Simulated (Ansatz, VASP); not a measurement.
# GaN: VASP beside Ansatz

Contents of INCAR:

```
ALGO     = Normal         # electronic algorithm
EDIFF    = 1E-6           # SCF threshold, eV
ENCUT    = 520            # plane-wave cutoff, eV
GGA      = PE             # functional
ISIF     = 2              # what is computed and relaxed
ISMEAR   = 0              # smearing method
LASPH    = True           # aspherical terms in the spheres
LCHARG   = True           # write CHGCAR
LELF     = True           # ELF
LREAL    = False          # projectors in reciprocal space
LVHAR    = True         
LWAVE    = False          # write WAVECAR
NBANDS   = 26             # bands
NELM     = 60             # most SCF steps
PREC     = Accurate       # precision mode
SIGMA    = 0.01           # smearing width, eV
```

KPOINTS

```
k-points
0
Gamma
  9 9 4
```

Contents of POSCAR:

```
GaN
1.0
    3.2184326309      0.0000000000      0.0000000000
   -1.6092163154      2.7872444187      0.0000000000
    0.0000000000      0.0000000000      5.2428368059
Ga N
2 2
Direct
    0.3333333333      0.6666666667     -0.0008671765
    0.6666666667      0.3333333333      0.4991328235
    0.3333333333      0.6666666667      0.3758671765
    0.6666666667      0.3333333333      0.8758671765
```

Input for Ansatz:

```yaml
crystal:
  lattice:
    - [3.2184326309, 0.0, 0.0]
    - [-1.6092163154, 2.7872444187, 0.0]
    - [0.0, 0.0, 5.2428368059]
  atoms:
    - { symbol: Ga, position: [0.3333333333, 0.6666666667, -0.0008671765] }
    - { symbol: Ga, position: [0.6666666667, 0.3333333333, 0.4991328235] }
    - { symbol: "N", position: [0.3333333333, 0.6666666667, 0.3758671765] }
    - { symbol: "N", position: [0.6666666667, 0.3333333333, 0.8758671765] }
kpoints:
  mp_grid: { grid: [9, 9, 4] }
hamiltonian:
  xc: pbe
scf:
  occupations: { method: fixed }
  n_extra_bands: 5
output:
  forces: true
  stress: true
  eigenvalues: true
```

Alike in both runs: task single point; functional PBE; k mesh 9 × 9 × 4; no spin polarisation.

```csv
,VASP,Ansatz
version,VASP 6.6.1,Ansatz 0.2.0
potentials or method,"VASP PAW PBE potentials, release 64 (Ga_d, N)","plane waves, PAW"
plane-wave cutoff (eV),520,420
occupations,"gaussian, width 0.01 eV",fixed
valence electrons in the cell,36,36
```

VASP gave:

* gap on the k mesh at the Fermi level (eV): 1.72
* pressure (GPa): 0.1

Estimate Ansatz's values.

gap on the k mesh at the Fermi level (eV): 1.71; pressure (GPa): 0.0.
